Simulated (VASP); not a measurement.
# Ga8Sb3As5 (P1) in VASP: single point with PBEsol

Aim: the single point of Ga8Sb3As5 with PBEsol.

Program: VASP 6.6.1. These are calculated values, not measurements. Logs are shortened: lines on timing, memory, paths and dates and some standing lists are left out, and cuts for length are marked.

### 1 The cell of the first run

The typed cell holds 64 atoms: a = 11.661 Å, b = 11.661 Å, c = 11.661 Å, α = 90.00°, β = 90.00°, γ = 90.00°.

### 2 Single point, PBEsol

INCAR

```
ALGO = Normal
EDIFF = 1E-6
ENCUT = 500
GGA = PS
GGA_COMPAT = F
ISIF = 2
ISMEAR = -1
ISYM = -1
LASPH = T
LCHARG = F
LREAL = Auto
LWAVE = F
NBANDS = 326
NELM = 120
PREC = Accurate
SIGMA = 0.05
```

KPOINTS

```
explicit points
1
Reciprocal
  0.25000000   0.25000000   0.25000000 1
```

POSCAR

```
Ga8Sb3As5
1.0
   11.6608280190      0.0000000000      0.0000000000
    0.0000000000     11.6608280190      0.0000000000
    0.0000000000      0.0000000000     11.6608280190
Ga As Sb
32 20 12
Direct
    0.0021570000      0.9973250000      0.0124060000
    0.0073550000      0.9935640000      0.5078240000
    0.0084260000      0.5081770000      0.9944420000
    0.0012290000      0.5126870000      0.4994390000
    0.4918750000      0.9938600000      0.9938300000
    0.4934010000      0.0030640000      0.5056760000
    0.4921350000      0.5071880000      0.9925660000
    0.4908200000      0.4956210000      0.4975770000
    0.2456970000      0.2433650000      0.9933520000
    0.2542220000      0.2448570000      0.5054720000
    0.2536780000      0.7457510000      0.0054230000
    0.2496190000      0.7509930000      0.5020870000
    0.7477350000      0.2518520000      0.0002640000
    0.7363060000      0.2488930000      0.5033690000
    0.7563760000      0.7569610000      0.9940800000
    0.7615750000      0.7512510000      0.4995610000
    0.2504960000      0.9991140000      0.2516670000
    0.2543460000      0.0034440000      0.7446720000
    0.2477990000      0.5133110000      0.2501170000
    0.2499620000      0.5002850000      0.7484250000
    0.7562060000      0.9901770000      0.2428750000
    0.7426880000      0.9940390000      0.7431290000
    0.7492590000      0.5007800000      0.2648180000
    0.7571390000      0.5078390000      0.7582260000
    0.0099470000      0.2432380000      0.2454860000
    0.0141810000      0.2488640000      0.7486340000
    0.0017780000      0.7502330000      0.2495150000
    0.9969240000      0.7463000000      0.7443060000
    0.4972710000      0.2488700000      0.2635120000
    0.4925480000      0.2444980000      0.7450740000
    0.4862790000      0.7519300000      0.2524710000
    0.4917660000      0.7566700000      0.7540960000
    0.1300600000      0.1207950000      0.1244350000
    0.1307970000      0.1226670000      0.6247960000
    0.1253780000      0.6294060000      0.1250160000
    0.1264860000      0.6269230000      0.6252790000
    0.6176730000      0.1222920000      0.6257560000
    0.3718320000      0.3727920000      0.6254400000
    0.3706670000      0.8749750000      0.1250450000
    0.3723050000      0.8766810000      0.6250480000
    0.8793660000      0.8702310000      0.1246770000
    0.8764170000      0.8735300000      0.6257720000
    0.3723150000      0.1224470000      0.3799390000
    0.3723920000      0.1222210000      0.8712480000
    0.3702740000      0.6269560000      0.3778320000
    0.3697970000      0.6281760000      0.8725400000
    0.8787860000      0.6294120000      0.3748380000
    0.8801770000      0.6303340000      0.8754340000
    0.1288450000      0.3766230000      0.8734130000
    0.1267280000      0.8732500000      0.3761100000
    0.6196420000      0.3752900000      0.3805160000
    0.6222740000      0.8747480000      0.8729900000
    0.6204270000      0.1211860000      0.1260530000
    0.6242680000      0.6288690000      0.1261460000
    0.6233620000      0.6274470000      0.6254780000
    0.3712230000      0.3754200000      0.1256610000
    0.8793750000      0.3790590000      0.1265500000
    0.8771990000      0.3764530000      0.6252520000
    0.8757680000      0.1215540000      0.3775680000
    0.8769280000      0.1214860000      0.8739720000
    0.1282320000      0.3773270000      0.3773270000
    0.1267410000      0.8737610000      0.8747850000
    0.6204190000      0.3760610000      0.8707720000
    0.6233250000      0.8748080000      0.3769450000
```

Potentials or basis: VASP PAW PBE potentials, release 64 (Ga_d, As, Sb).

On the command line:

```sh
> cat potpaw_PBE.64/Ga_d/POTCAR potpaw_PBE.64/As/POTCAR potpaw_PBE.64/Sb/POTCAR > POTCAR
> mpirun -np 1 vasp_std > vasp.out
```

OUTCAR:

```text
EDIFF = 1E-6
   ENCUT = 500
   GGA = PS
   ISIF = 2
   ISMEAR = -1
   ISYM = -1
   LASPH = T
   LREAL = Auto
   NELM = 120
   PREC = Accurate

 ion  position               nearest neighbor table
   1  0.002  0.997  0.012-  41 2.44  33 2.45  62 2.60  60 2.61
   2  0.007  0.994  0.508-  42 2.49  34 2.49  50 2.50  59 2.62
   3  0.008  0.508  0.994-  35 2.49  48 2.49  49 2.51  57 2.63
   4  0.001  0.513  0.499-  47 2.45  36 2.46  61 2.59  58 2.60
   5  0.492  0.994  0.994-  44 2.49  52 2.50  39 2.50  53 2.61
   6  0.493  0.003  0.506-  37 2.45  43 2.47  40 2.47  64 2.60
[... 56 lines left out ...]
  63  0.620  0.376  0.871-  13 2.57   7 2.57  24 2.57  30 2.59
  64  0.623  0.875  0.377-  21 2.58  31 2.59  16 2.59   6 2.60

IMPORTANT INFORMATION: All symmetrisations will be switched off!
NOSYMM: (Re-)initialisation of all symmetry stuff for point group C_1.

----------------------------------------------------------------------------------------

                                     Primitive cell

  volume of cell :    1585.5800

  direct lattice vectors                    reciprocal lattice vectors
    11.660828019  0.000000000  0.000000000     0.085757203  0.000000000  0.000000000
     0.000000000 11.660828019  0.000000000     0.000000000  0.085757203  0.000000000
     0.000000000  0.000000000 11.660828019     0.000000000  0.000000000  0.085757203

  length of vectors
    11.660828019 11.660828019 11.660828019     0.085757203  0.085757203  0.085757203

  position of ions in fractional coordinates (direct lattice)
     0.002157000  0.997325000  0.012406000
     0.007355000  0.993564000  0.507824000
     0.008426000  0.508177000  0.994442000
     0.001229000  0.512687000  0.499439000
     0.491875000  0.993860000  0.993830000
     0.493401000  0.003064000  0.505676000
[... 56 lines left out ...]
     0.620419000  0.376061000  0.870772000
     0.623325000  0.874808000  0.376945000

  ion indices of the primitive-cell ions
   primitive index   ion index
                 1           1
                 2           2
                 3           3
                 4           4
                 5           5
                 6           6
[... 56 lines left out ...]
                63          63
                64          64

----------------------------------------------------------------------------------------

 KPOINTS: explicit points

Read explicit list of k-points.

 Found      1 k-points:

 Following reciprocal coordinates:
            Coordinates               Weight
  0.250000  0.250000  0.250000      1.000000
   k-points           NKPTS =      1   k-points in BZ     NKDIM =      1   number of bands    NBANDS=    326
   number of dos      NEDOS =    301   number of ions     NIONS =     64
   total plane-waves  NPLWV = 729000
   dimension x,y,z NGX =    90 NGY =   90 NGZ =   90
   dimension x,y,z NGXF=   180 NGYF=  180 NGZF=  180
   ions per type =              32  20  12
   NGX,Y,Z   is equivalent  to a cutoff of  12.83, 12.83, 12.83 a.u.
   NGXF,Y,Z  is equivalent  to a cutoff of  25.66, 25.66, 25.66 a.u.
 SYSTEM =  unknown system
   PREC   = accura    normal or accurate (medium, high low for compatibility)
   ISTART =      0    job   : 0-new  1-cont  2-samecut
   ICHARG =      2    charge: 1-file 2-atom 10-const
   ISPIN  =      1    spin polarized calculation?
   LNONCOLLINEAR =      F non collinear calculations
   LSORBIT =      F    spin-orbit coupling
   LASPH  =      T    aspherical Exc in radial PAW
   ENCUT  =  500.0 eV  36.75 Ry    6.06 a.u.  21.26 21.26 21.26*2*pi/ulx,y,z
   NELM   =    120;   NELMIN=  2; NELMDL= -5     # of ELM steps
   EDIFF  = 0.1E-05   stopping-criterion for ELM
   LREAL  =      T    real-space projection
   EDIFFG = 0.1E-04   stopping-criterion for IOM
   NSW    =      0    number of steps for IOM
   IBRION =     -1    ionic relax: 0-MD 1-quasi-New 2-CG
   NFREE  =      0    steps in history (QN), initial steepest desc. (CG)
   ISIF   =      2    stress and relaxation
   ISYM   =     -1    0-nonsym 1-usesym 2-fastsym
   POTIM  = 0.5000    time-step for ionic-motion
   TEBEG  =    0.0;   TEEND  =   0.0 temperature during run
   PSTRESS=    0.0 pullay stress
   NELECT =     576.0000    total number of electrons
   NUPDOWN=      -1.0000    fix difference up-down
   EMIN   =  10.00;   EMAX   =-10.00  energy-range for DOS
   EFERMI =   0.00;   METHOD = LEGACY
   ISMEAR =    -1;   SIGMA  =   0.05  broadening in eV -4-tet -1-fermi 0-gaus
   EFERMI_NEDOS =   21; number of points for ismear=-14 and -15
   IALGO  =     38    algorithm
   IMIX   =      4    mixing-type and parameters
     AMIX     =   0.40;   BMIX     =  1.00
     AMIX_MAG =   1.60;   BMIX_MAG =  1.00
  volume/ion in A,a.u.               =      24.77       167.19
  Fermi-wavevector in a.u.,A,eV,Ry     =   1.168117  2.207421 18.565107  1.364497
  Thomas-Fermi vector in A             =   2.304608
   LORBIT       =      0    0 simple, 1 ext, 2 COOP (PROOUT), +10 PAW based schemes
   GGA     = PS    functional components
   LHFCALC =     F    Hartree Fock is set to
   AEXX    =    0.0000 exact exchange contribution
   IVDW    =     0    specifies the selected vdW correction
   LEPSILON=     F    determine dielectric tensor
   LRPA    =     F    only Hartree local field effects (RPA)
 non-spin polarized calculation
  energy-cutoff  :      500.00
  volume of cell :     1585.58
 maximum number of plane-waves:     40234
 NGX is ok and might be reduce to    90
   NGX = 43   NGY = 43   NGZ = 43

 number of electron     576.0000013 magnetization

 Free energy of the ion-electron system (eV)
  ---------------------------------------------------
  ext. energy  EPLUGINS =         0.00000000
  ---------------------------------------------------
  free energy    TOTEN  =      -278.03684745 eV

  energy without entropy =     -278.03547167  energy(sigma->0) =     -278.03615956

 E-fermi :   4.4956     XC(G=0):  -9.5774

 val. band max:        4.1192938831   @ k =   0.2500   0.2500   0.2500
 cond. band min:       4.8510893263   @ k =   0.2500   0.2500   0.2500
 fundamental gap:      0.7317954433
 Fermi energy:         4.4955637674

 k-point     1 :       0.2500    0.2500    0.2500
  band No.  band energies     occupation
      1     -10.8270      2.00000
      2     -10.8183      2.00000
      3     -10.8147      2.00000
      4     -10.8089      2.00000
      5     -10.8043      2.00000
      6     -10.8020      2.00000
[... 292 lines left out ...]
    299       6.0008      0.00000
    300       6.1084      0.00000
 [bands above 300 left out]

------------------------ aborting loop because EDIFF is reached ----------------------------------------

  FORCE on cell =-STRESS in cart. coord.  units (eV):
  Direction    XX          YY          ZZ          XY          YZ          ZX
  --------------------------------------------------------------------------------------
  -------------------------------------------------------------------------------------
  Total        1.3642447      1.2791233      1.5314766     -7.6640524     -7.5967793     -7.6068388
  in kB        1.3785251      1.2925127      1.5475075     -7.7442770     -7.6762997     -7.6864645
  external PRESSURE =       1.4061818 kB  Pullay stress =       0.0000000 kB

 VOLUME and BASIS-vectors are now :
 -----------------------------------------------------------------------------
  energy-cutoff  :      500.00
  volume of cell :     1585.58
      direct lattice vectors                 reciprocal lattice vectors
    11.660828019  0.000000000  0.000000000     0.085757203  0.000000000  0.000000000
     0.000000000 11.660828019  0.000000000     0.000000000  0.085757203  0.000000000
     0.000000000  0.000000000 11.660828019     0.000000000  0.000000000  0.085757203

 POSITION                                       TOTAL-FORCE (eV/Angst)
 -----------------------------------------------------------------------------------
      0.02515     11.62964      0.14466        -0.004194      0.002918      0.006493
      0.08577     11.58578      5.92165        -0.003464      0.007314     -0.000988
      0.09825      5.92576     11.59602        -0.004735      0.001078     -0.002256
      0.01433      5.97835      5.82387        -0.000487      0.005929     -0.000272
      5.73567     11.58923     11.58888         0.005868      0.002520      0.004880
      5.75346      0.03573      5.89660        -0.003578      0.002472     -0.001772
[... 56 lines left out ...]
      7.23460      4.38518     10.15392        -0.005805     -0.006253     -0.000687
      7.26849     10.20099      4.39549        -0.002955     -0.000188     -0.002792
 -----------------------------------------------------------------------------------
    total drift:                                0.015951     -0.014230      0.015680

  FREE ENERGIE OF THE ION-ELECTRON SYSTEM (eV)
  ---------------------------------------------------
  free  energy   TOTEN  =      -278.0368474547 eV

  energy  without entropy=     -278.0354716715  energy(sigma->0) =     -278.03615956
```

It took 37 min on 1 thread of Intel Xeon 8259CL, shared host; peak memory 1.4 GiB.

What came out:

| Quantity | Value |
| --- | --- |
| Free energy | -278.0368 eV |
| Pressure | 0.1 GPa |
| Largest force | 0.014 eV/Å |
| Band gap on the k mesh | 0.73 eV |

Forces on the atoms (eV/Å):
```
Ga  -0.004  0.003  0.006
Ga  -0.003  0.007 -0.001
Ga  -0.005  0.001 -0.002
Ga   0.000  0.006  0.000
Ga   0.006  0.003  0.005
Ga  -0.004  0.002 -0.002
Ga  -0.001  0.006 -0.005
Ga  -0.004  0.000 -0.002
Ga   0.002  0.001  0.003
Ga  -0.003  0.003  0.001
Ga  -0.002 -0.001  0.003
Ga   0.001 -0.002 -0.002
Ga   0.001  0.003  0.000
Ga  -0.003  0.000  0.003
Ga  -0.002  0.001  0.004
Ga  -0.001  0.000  0.001
Ga   0.000 -0.002 -0.002
Ga   0.007 -0.001  0.002
Ga   0.002  0.004  0.001
Ga   0.000 -0.001  0.003
Ga   0.009 -0.007 -0.008
Ga   0.001  0.001 -0.001
Ga   0.006  0.000  0.002
Ga   0.008  0.002  0.007
Ga   0.002 -0.005  0.000
Ga   0.004  0.003 -0.004
Ga   0.005 -0.001  0.001
Ga   0.000 -0.003 -0.001
Ga   0.001  0.001  0.004
Ga   0.002 -0.001  0.001
Ga   0.001  0.006 -0.001
Ga   0.005 -0.003  0.001
As  -0.004 -0.003  0.000
As   0.002  0.000 -0.002
As   0.007 -0.004 -0.004
As  -0.004 -0.001 -0.004
As  -0.001  0.000 -0.001
As   0.002 -0.006 -0.003
As   0.001 -0.005 -0.002
As  -0.001  0.011 -0.003
As  -0.009  0.006  0.001
As   0.004 -0.006 -0.003
As  -0.003  0.000  0.005
As  -0.006  0.000 -0.011
As  -0.007  0.000 -0.002
As  -0.001  0.002  0.004
As  -0.004  0.007  0.003
As  -0.002  0.000 -0.005
As   0.002  0.005 -0.003
As  -0.001 -0.001  0.002
As  -0.007 -0.003  0.004
As  -0.005  0.002 -0.002
Sb   0.001 -0.002 -0.002
Sb  -0.002 -0.006  0.005
Sb   0.006  0.004  0.006
Sb   0.005 -0.006  0.009
Sb   0.004 -0.006 -0.002
Sb   0.004 -0.007  0.000
Sb  -0.002  0.002  0.000
Sb  -0.004  0.002  0.002
Sb   0.002 -0.008 -0.002
Sb   0.002  0.000 -0.004
Sb  -0.006 -0.006 -0.001
Sb  -0.003  0.000 -0.003
```

Stress tensor (GPa, compression positive):
```
 0.14 -0.77 -0.77
-0.77  0.13 -0.77
-0.77 -0.77  0.15
```

Caveat: semilocal functionals underestimate gaps, and a narrow one can read as zero; the PAW data sets were made with another functional, which shifts forces and pressure a little; spin-orbit coupling is left out, which moves the levels of the heavy elements; a shifted mesh leaves out Γ, where band edges can lie. A k mesh can miss the band edges.
